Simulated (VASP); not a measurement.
The system is HfN.

```
CELL_PARAMETERS angstrom
0.00000 2.27390 2.27390
2.27390 0.00000 2.27390
2.27390 2.27390 0.00000
ATOMIC_POSITIONS crystal
Hf 0.96806 0.08460 0.98432
N 0.53194 0.41540 0.51568
```

| Quantity | Value |
| --- | --- |
| Program | VASP 6.6.1 |
| Task | relaxation of cell and atoms |
| Functional | PBE |
| Potentials or basis | VASP PAW PBE potentials, release 64 (Hf_pv, N) |
| Cutoff | 600 eV |
| k mesh | 12 × 12 × 12 |
| Occupations | gaussian, width 0.15 eV |
| Spin | no spin polarisation |

At the start: pressure 21.4 GPa; volume 11.76 Å³/atom.

**Question.** Where does the relaxation end?

**Answer.** Over 10 steps the energy falls by 530.0 meV/atom and the volume is 11.64 Å³/atom (-1.0 %); space group Cm (No. 8, to 0.1 Å) before, Fm-3m (No. 225, to 0.1 Å).

Step by step:
| step | energy change (eV) | largest force (eV/Å) | pressure (GPa) | volume (Å³) |
| --- | --- | --- | --- | --- |
| 1 | 0.0000 | 4.3908 | 21.41 | 23.51 |
| 2 | -0.1802 | 0.2087 | -35.97 | 29.24 |
| 3 | -0.6051 | 1.5985 | -19.58 | 26.24 |
| 4 | -1.0169 | 0.6418 | 2.37 | 23.18 |
| 5 | -1.0330 | 0.1434 | -2.91 | 23.61 |
| 6 | -1.0542 | 0.0958 | 2.90 | 23.05 |
| 7 | -1.0590 | 0.0489 | 0.96 | 23.21 |
| 8 | -1.0597 | 0.0118 | -1.02 | 23.38 |
| 9 | -1.0598 | 0.0209 | -0.41 | 23.33 |
| 10 | -1.0601 | 0.0062 | 0.08 | 23.29 |

Final structure:
```cif
data_structure
_symmetry_space_group_name_H-M 'P 1'
_symmetry_Int_Tables_number 1
_cell_length_a 3.2053
_cell_length_b 3.2058
_cell_length_c 3.2046
_cell_angle_alpha 60.007
_cell_angle_beta 60.002
_cell_angle_gamma 59.994
_cell_volume 23.29
loop_
_atom_site_label
_atom_site_type_symbol
_atom_site_fract_x
_atom_site_fract_y
_atom_site_fract_z
_atom_site_occupancy
Hf1 Hf 0.99996 0.00001 0.00010 1
N1 N 0.50004 0.49999 0.49990 1
```
